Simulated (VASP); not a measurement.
A run of VASP 6.6.1 is set up as follows.

File INCAR:

```
SYSTEM = Zn15Se16
PREC     = Accurate       ! precision mode
ENCUT    = 520            ! plane-wave cutoff, eV
EDIFF    = 1E-6           ! SCF threshold, eV
ISMEAR   = 0              ! smearing method
SIGMA    = 0.02           ! smearing width, eV
LREAL    = Auto         
LASPH    = .TRUE.         ! aspherical terms in the spheres
NELM     = 60             ! most SCF steps
ALGO     = Normal         ! electronic algorithm
ISIF     = 2              ! what is computed and relaxed
LWAVE    = .FALSE.        ! write WAVECAR
LCHARG   = .FALSE.        ! write CHGCAR
GGA      = CA             ! functional
NELECT   = 278.0        
NBANDS   = 159            ! bands
```

File KPOINTS:

```
Automatic mesh
0
Gamma
  2 2 2
  0.5 0.5 0.5
```

File POSCAR:

```
Zn15Se16
1.0
    5.5675272874      5.5675272874     -5.5675272874
   -5.5675272874     -5.5675272874     -5.5675272874
   -5.5675272874      5.5675272874      5.5675272874
Zn Se
15 16
Direct
    0.3053023204      0.4755957831      0.2500001218
    0.7382085058     -0.0023792429      0.2499999422
    0.7503058870      0.4975945078      0.7355903777
   -0.0121933843      0.5024969534      0.4908790490
    0.2406513576      0.2454962373      0.4963506881
    0.4960762395     -0.0044521560      0.4860959561
    0.7617335814      0.7509386635      0.5072821118
    0.9995071803      0.7395943994      0.2499999422
    0.5044515015      0.4936565836     -0.0072820478
    0.7469276369      0.2616179364      0.0091209252
   -0.0025094623      0.2525906794      0.7537205986
    0.2647156312      1.0120042003      0.7644096347
    0.4937699194      0.7488700611      0.7462794137
   -0.0056992985     -0.0008544188      0.0036491963
    0.2599802256      0.7594517785      0.0139039283
    0.2562400553      0.5003897343      0.0007579666
    0.5023165322      0.2567473721      0.0191201577
    0.7427942939      0.0004857632     -0.0015299431
    0.7331964065      0.4876272463      0.4808799062
    0.0180819051      0.4967893927      0.2500000320
    0.2581166514      0.2238783818      0.2499999422
    0.4996474838      0.0176995989      0.2500000320
    0.7516238869      0.7505066943      0.2500000320
   -0.0038025858      0.7443272006     -0.0021616419
    0.4989073886      0.4986836807      0.7430171935
    0.7442805012      0.2472365970      0.7492996953
   -0.0056758590      0.2520155587      0.5015298275
    0.2483589983     -0.0035111638      0.5021617058
    0.5054821206      0.7496317996      0.4992420973
    0.0058902271      0.0056665192      0.7569828188
    0.2449808379      0.7479368820      0.7507003171
```

Potentials or basis: VASP PAW LDA potentials, release 64 (Zn, Se).

The run is started by

```console
$ cat potpaw_LDA.64/Zn/POTCAR potpaw_LDA.64/Se/POTCAR > POTCAR
$ mpirun -np 1 vasp_std > vasp.out
```

(1) What does it give for the largest force?

## Answers

(1) 0.834 eV/Å.

Caveat: the cell carries a net charge on a neutralising background, which shifts energy and pressure.
